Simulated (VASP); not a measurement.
A run of VASP 6.6.1:

Contents of INCAR:

```
SYSTEM = HC4
PREC = Accurate
ENCUT = 520
EDIFF = 1E-6
ISMEAR = 0
SIGMA = 0.1
LREAL = .FALSE.
LASPH = .TRUE.
NELM = 120
ALGO = Normal
ISIF = 2
LWAVE = .FALSE.
LCHARG = .FALSE.
LDIPOL = .TRUE.
IDIPOL = 3
DIPOL = 0.5 0.5 0.238
GGA = PE
IVDW = 12
NBANDS = 28
GGA_COMPAT = .FALSE.
NELMDL = -8
```

File KPOINTS:

```
regular mesh
0
G
  6 6 1
  0 0 0
```

The input POSCAR:

```
HC4
1.0
    4.9314379192      0.0000000000      0.0000000000
   -2.4657189596      4.2707505152      0.0000000000
    0.0000000000      0.0000000000     18.0000000000
C H
8 2
Direct
    0.1666666667      0.3333333333      0.2222222222
    0.1666666667      0.8333333333      0.2222222222
    0.6666666667      0.3333333333      0.2222222222
    0.6666666667      0.8333333333      0.2222222222
    0.3333333333      0.1666666667      0.2222222222
    0.3333333333      0.6666666667      0.2222222222
    0.8333333333      0.1666666667      0.2222222222
    0.8333333333      0.6666666667      0.2222222222
    0.1128705015      0.3871294985      0.3005555556
    0.2204628318      0.2795371682      0.3005555556
```

Potentials or basis: VASP PAW PBE potentials, release 64 (C, H).

Launch:

```sh
$ cat potpaw_PBE.64/C/POTCAR potpaw_PBE.64/H/POTCAR > POTCAR
$ mpirun -np 1 vasp_std > vasp.out
```

Hardware: 1 thread of Intel(R) Xeon(R) 6975P-C (Granite Rapids), on a shared host.

Problem. How long does it take, and how much memory?

Solution. It took 2.6 min on 1 thread of Intel(R) Xeon(R) 6975P-C (Granite Rapids), on a shared host, peak memory 0.56 GiB. Counts: scf iterations 25, k points 13.
